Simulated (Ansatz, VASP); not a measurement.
Two plane-wave programs on Ge

File INCAR:

```
SYSTEM = Ge
ALGO = Normal
EDIFF = 1E-6
ENCUT = 520
GGA = CA
ISIF = 2
ISMEAR = 0
LASPH = .TRUE.
LCHARG = .FALSE.
LREAL = .FALSE.
LWAVE = .FALSE.
NBANDS = 21
NELM = 60
PREC = Accurate
SIGMA = 0.1
```

KPOINTS

```
k-points
0
G
  14 14 14
  0 0 0
```

Contents of POSCAR:

```
Ge
1.0
    0.0000000000      2.7533348679      2.7533348679
    2.7533348679      0.0000000000      2.7533348679
    2.7533348679      2.7533348679      0.0000000000
Ge
2
Direct
    0.5000000000      0.5000000000      0.5000000000
    0.7500000000      0.7500000000      0.7500000000
```

Input for Ansatz:

```yaml
crystal:
  lattice:
    - [0.0, 2.7533348679, 2.7533348679]
    - [2.7533348679, 0.0, 2.7533348679]
    - [2.7533348679, 2.7533348679, 0.0]
  atoms:
    - { symbol: Ge, position: [0.5, 0.5, 0.5] }
    - { symbol: Ge, position: [0.75, 0.75, 0.75] }
basis:
  ecutwfc: 420
kpoints:
  mp_grid: { grid: [14, 14, 14] }
hamiltonian:
  xc: lda
  pseudopotentials: { kind: paw, azcp: { folder: soft_1 } }
scf:
  occupations: { method: gaussian, width: 0.1 }
output:
  forces: true
  stress: true
  eigenvalues: true
```

Alike in both runs: task single point; functional LDA; k mesh 14 × 14 × 14; occupations gaussian, width 0.1 eV; no spin polarisation.

|  | VASP | Ansatz |
| --- | --- | --- |
| version | VASP 6.6.1 | Ansatz 0.2.0 |
| potentials or method | VASP PAW LDA potentials, release 64 (Ge_d), cutoff 520 eV | scalar-relativistic, plane waves, PAW |
| valence electrons in the cell | 28 | 28 |

Ansatz gave:

| Property | Result |
| --- | --- |
| gap on the k mesh at the Fermi level (eV) | 0.31 |
| least direct gap on the mesh (eV) | 0.57 |
| pressure (GPa) | 5.2 |

Problem. What did VASP give for the same quantities?

Solution. gap on the k mesh at the Fermi level (eV): 0.33; least direct gap on the mesh (eV): 0.62; pressure (GPa): 5.5.

Ansatz warns that its potentials were made for another functional, while VASP's fit it. LDA's correlation is that of Perdew and Zunger in VASP and of Perdew and Wang (1992) in Ansatz.
